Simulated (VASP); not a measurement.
# In (I4/mmm) in VASP: settings compared

The runs below take In through relaxation of cell and atoms, with PBE+D4, PBEsol+D3(BJ).

Everything below comes from runs of VASP 6.6.1. Logs are shortened: lines on timing, memory, paths and dates and some standing lists are left out, and cuts for length are marked.

## 1. The cell of the first run

It takes space group I4/mmm (No. 139, tetragonal). The conventional cell has a = 3.251 Å, b = 3.251 Å, c = 4.947 Å, α = 90.00°, β = 90.00°, γ = 90.00°. Within 4.3 Å of In (site symmetry 4/mmm) lie 12 In at 3.25 to 3.38 Å.

## 2. Relaxation of cell and atoms, PBE+D4

Input file INCAR:

```
PREC = Accurate ; ENCUT = 600
EDIFF = 1E-6 ; ISMEAR = -1
SIGMA = 0.05 ; LREAL = F
LASPH = T ; NELM = 60
ALGO = Normal ; ISIF = 3
LWAVE = F ; LCHARG = F
GGA = PE ; IVDW = 13
IBRION = 2 ; NSW = 60
EDIFFG = -0.01
```

Input file KPOINTS:

```
Automatic mesh
0
Gamma
  11 11 11
```

Input file POSCAR:

```
In
1.0
   -1.6254700000      1.6254700000      2.4737000000
    1.6254700000     -1.6254700000      2.4737000000
    1.6254700000      1.6254700000     -2.4737000000
In
1
Direct
    0.0000000000      0.0000000000      0.0000000000
```

Potentials or basis: VASP PAW PBE potentials, release 64 (In_d).

On the command line:

```bash
$ cat potpaw_PBE.64/In_d/POTCAR > POTCAR
$ mpirun -np 1 vasp_std > vasp.out
```

OUTCAR:

```text
PREC = Accurate
   ENCUT = 600
   EDIFF = 1E-6
   ISMEAR = -1
   LREAL = F
   LASPH = T
   NELM = 60
   ISIF = 3
   GGA = PE
   IVDW = 13
   IBRION = 2
   NSW = 60
   EDIFFG = -0.01

 ion  position               nearest neighbor table
   1  0.000  0.000  0.000-

  LATTYP: Found a body centered tetragonal cell.
 ALAT       =     3.2509400000
 C/A-ratio  =     1.5218367611

  Lattice vectors:

 A1 = (  -1.6254700000,   1.6254700000,   2.4737000000)
 A2 = (   1.6254700000,  -1.6254700000,   2.4737000000)
 A3 = (   1.6254700000,   1.6254700000,  -2.4737000000)

Analysis of symmetry for initial positions (statically):
=====================================================================
 Subroutine PRICEL returns:
 Original cell was already a primitive cell.

 Routine SETGRP: Setting up the symmetry group for a
 body centered tetragonal supercell.

 Subroutine GETGRP returns: Found 16 space group operations
 (whereof 16 operations were pure point group operations)
 out of a pool of 16 trial point group operations.

The static configuration has the point symmetry D_4h.

Analysis of symmetry for dynamics (positions and initial velocities):
=====================================================================
 Subroutine PRICEL returns:
 Original cell was already a primitive cell.

 Routine SETGRP: Setting up the symmetry group for a
 body centered tetragonal supercell.

 Subroutine GETGRP returns: Found 16 space group operations
 (whereof 16 operations were pure point group operations)
 out of a pool of 16 trial point group operations.

The dynamic configuration has the point symmetry D_4h.

 Subroutine INISYM returns: Found 16 space group operations
 (whereof 16 operations are pure point group operations),
 and found     1 'primitive' translations

----------------------------------------------------------------------------------------

                                     Primitive cell

  volume of cell :      26.1436

  direct lattice vectors                    reciprocal lattice vectors
    -1.625470000  1.625470000  2.473700000     0.000000000  0.307603339  0.202126369
     1.625470000 -1.625470000  2.473700000     0.307603339  0.000000000  0.202126369
     1.625470000  1.625470000 -2.473700000     0.307603339  0.307603339  0.000000000

  length of vectors
     3.376906444  3.376906444  3.376906444     0.368069129  0.368069129  0.435016814

  position of ions in fractional coordinates (direct lattice)
     0.000000000  0.000000000  0.000000000

  ion indices of the primitive-cell ions
   primitive index   ion index
                 1           1
[... 78 lines left out ...]
   ISIF   =      3    stress and relaxation
   ISYM   =      2    0-nonsym 1-usesym 2-fastsym
   POTIM  = 0.5000    time-step for ionic-motion
   TEBEG  =    0.0;   TEEND  =   0.0 temperature during run
   PSTRESS=    0.0 pullay stress
   NELECT =      13.0000    total number of electrons
   NUPDOWN=      -1.0000    fix difference up-down
   EMIN   =  10.00;   EMAX   =-10.00  energy-range for DOS
   EFERMI =   0.00;   METHOD = LEGACY
   ISMEAR =    -1;   SIGMA  =   0.05  broadening in eV -4-tet -1-fermi 0-gaus
   EFERMI_NEDOS =   21; number of points for ismear=-14 and -15
   IALGO  =     38    algorithm
   IMIX   =      4    mixing-type and parameters
     AMIX     =   0.40;   BMIX     =  1.00
     AMIX_MAG =   1.60;   BMIX_MAG =  1.00
  volume/ion in A,a.u.               =      26.14       176.43
  Fermi-wavevector in a.u.,A,eV,Ry     =   1.296983  2.450943 22.887245  1.682165
  Thomas-Fermi vector in A             =   2.428405
   LORBIT       =      0    0 simple, 1 ext, 2 COOP (PROOUT), +10 PAW based schemes
   GGA     = PE    functional components
   LHFCALC =     F    Hartree Fock is set to
   AEXX    =    0.0000 exact exchange contribution
   IVDW    =    13    specifies the selected vdW correction
   LEPSILON=     F    determine dielectric tensor
   LRPA    =     F    only Hartree local field effects (RPA)
 conjugate gradient relaxation of ions
 non-spin polarized calculation
  energy-cutoff  :      600.00
  volume of cell :       26.14
 maximum number of plane-waves:       901
   NGX = 13   NGY = 13   NGZ = 13

--------------------------------------- Ionic step        1  -------------------------------------------

 number of electron      13.0000006 magnetization

 Free energy of the ion-electron system (eV)
  ---------------------------------------------------
  ext. energy  EPLUGINS =         0.00000000
  ---------------------------------------------------
  free energy    TOTEN  =        -2.55123720 eV

  energy without entropy =       -2.54732901  energy(sigma->0) =       -2.54928310

------------------------ aborting loop because EDIFF is reached ----------------------------------------

  DFT-D4 for vdW energy calculation

  Edisp (eV):   -0.35780
[... 102 lines left out ...]
  FREE ENERGIE OF THE ION-ELECTRON SYSTEM (eV)
  ---------------------------------------------------
  free  energy   TOTEN  =        -2.9100260541 eV

  energy  without entropy=       -2.9059468948  energy(sigma->0) =       -2.90798647

[... ionic steps 4 to 8 ...]

--------------------------------------- Ionic step        9  -------------------------------------------

 number of electron      13.0000005 magnetization

------------------------ aborting loop because EDIFF is reached ----------------------------------------
[... 73 lines left out ...]
--------------------------------------- Ionic step       11  -------------------------------------------

 number of electron      13.0000004 magnetization

 Free energy of the ion-electron system (eV)
  ---------------------------------------------------
  ext. energy  EPLUGINS =         0.00000000
  ---------------------------------------------------
  free energy    TOTEN  =        -2.55145422 eV

  energy without entropy =       -2.54694525  energy(sigma->0) =       -2.54919973

 E-fermi :   7.6063     XC(G=0): -10.2797

 val. band max:        7.5973902709   @ k =  -0.1818   0.3636   0.0909
 cond. band min:       7.6198383689   @ k =   0.2727   0.1818   0.0909
 fundamental gap:      0.0224480980
 Fermi energy:         7.6063346260

 k-point     1 :       0.0000    0.0000    0.0000
  band No.  band energies     occupation
      1      -7.0944      2.00000
      2      -7.0415      2.00000
      3      -7.0415      2.00000
      4      -6.9138      2.00000
      5      -6.8586      2.00000
      6      -1.9979      2.00000
      7      18.1823      0.00000
      8      18.1823      0.00000
      9      18.2806      0.00000
     10      19.1285      0.00000
[... 287 lines left out ...]
 k-point    24 :      -0.1818    0.1818    0.0000
  band No.  band energies     occupation
      1      -7.1094      2.00000
      2      -6.9760      2.00000
      3      -6.9505      2.00000
      4      -6.9499      2.00000
      5      -6.8523      2.00000
      6      -0.9964      2.00000
      7      14.8955      0.00000
      8      15.0254      0.00000
      9      15.7443      0.00000
     10      16.9719      0.00000

 [... further k-points ...]

------------------------ aborting loop because EDIFF is reached ----------------------------------------

  DFT-D4 for vdW energy calculation

  Edisp (eV):   -0.35942
[... 24 lines left out ...]
  FREE ENERGIE OF THE ION-ELECTRON SYSTEM (eV)
  ---------------------------------------------------
  free  energy   TOTEN  =        -2.9108753048 eV

  energy  without entropy=       -2.9063663366  energy(sigma->0) =       -2.90862082

 reached required accuracy - stopping structural energy minimisation
```

OSZICAR:

```text
N       E                     dE             d eps       ncg     rms          rms(c)
DAV:   1     0.751867032938E+02    0.75187E+02   -0.71374E+03  2532   0.180E+03
DAV:   2     0.351776970984E+00   -0.74835E+02   -0.73604E+02  2576   0.305E+02
DAV:   3    -0.251364585208E+01   -0.28654E+01   -0.28515E+01  2944   0.674E+01
DAV:   4    -0.257650775515E+01   -0.62862E-01   -0.62839E-01  3238   0.102E+01
[... 79 lines left out ...]
DAV:   2    -0.255216213789E+01    0.44169E-02   -0.99137E-03  2802   0.233E+00    0.157E-01
DAV:   3    -0.255150102872E+01    0.66111E-03   -0.21649E-03  3270   0.107E+00    0.630E-02
DAV:   4    -0.255146275952E+01    0.38269E-04   -0.63112E-05  2688   0.110E-01    0.257E-02
DAV:   5    -0.255145459103E+01    0.81685E-05   -0.10715E-05  2702   0.434E-02    0.951E-03
DAV:   6    -0.255145421503E+01    0.37601E-06   -0.97263E-07  1722   0.140E-02
  11 F= -.29108753E+01 E0= -.29086208E+01  d E =-.255222E-03
```

CONTCAR:

```text
In
   1.00000000000000
    -1.6420091903644030    1.6420091903644030    2.4128219112281868
     1.6420091903644030   -1.6420091903644030    2.4128219112281868
     1.6420091903644030    1.6420091903644030   -2.4128219112281868
  In
     1
Direct
     0.0000000000000000    0.0000000000000000    0.0000000000000000

  0.00000000E+00  0.00000000E+00  0.00000000E+00
```

Run time: 2.6 min. Hardware: 1 thread of AMD EPYC 7R13 (Zen 3), shared host; peak memory 0.17 GiB.

Results:

* Free energy: -2.9109 eV
* Relaxed volume: 26.02 Å³/atom
* Relaxed cell: a = 3.349 Å, b = 3.349 Å, c = 3.349 Å, α = 121.27°, β = 121.27°, γ = 87.81°
* Space group after relaxing (to 0.1 Å): I4/mmm (No. 139)
* Energy gained by relaxing: 1.8 meV/atom
* Ionic steps: 11
* Pressure after relaxing: 0.0 GPa
* Band gap on the k mesh: zero (an odd number of electrons rules out a gap without spin polarisation)
* Dispersion energy per atom: -0.359 eV

Step by step:
```csv
step,energy change (eV),largest force (eV/Å),pressure (GPa),volume (Å³)
1,0.0000,0.0000,-0.09,26.14
2,-0.0002,0.0000,0.00,26.09
3,-0.0010,0.0000,0.29,25.92
4,-0.0006,0.0000,0.82,25.58
5,-0.0013,0.0000,0.31,25.80
6,-0.0013,0.0000,0.49,25.75
7,-0.0013,0.0000,0.47,25.77
8,-0.0014,0.0000,0.44,25.79
9,-0.0016,0.0000,0.37,25.83
10,-0.0017,0.0000,0.29,25.87
11,-0.0018,0.0000,0.02,26.02
```

Final structure:
```
In
1.0
    -1.64201    1.64201    2.41282
     1.64201   -1.64201    2.41282
     1.64201    1.64201   -2.41282
In
1
Direct
  0.00000 0.00000 0.00000
```

Levels at points of the mesh, in eV from the Fermi level:
```tsv
k point	band 3	band 4	band 5	band 6	band 7	band 8	band 9	band 10
(0.00, 0.00, 0.00)	-14.65	-14.52	-14.46	-9.60	10.58	10.58	10.67	11.52
```

Caveat: spin-orbit coupling is left out, which moves the levels of the heavy elements.

[end of part 1 of 2]

The gap in the log of VASP goes by the Fermi energy; the results here count the filled bands.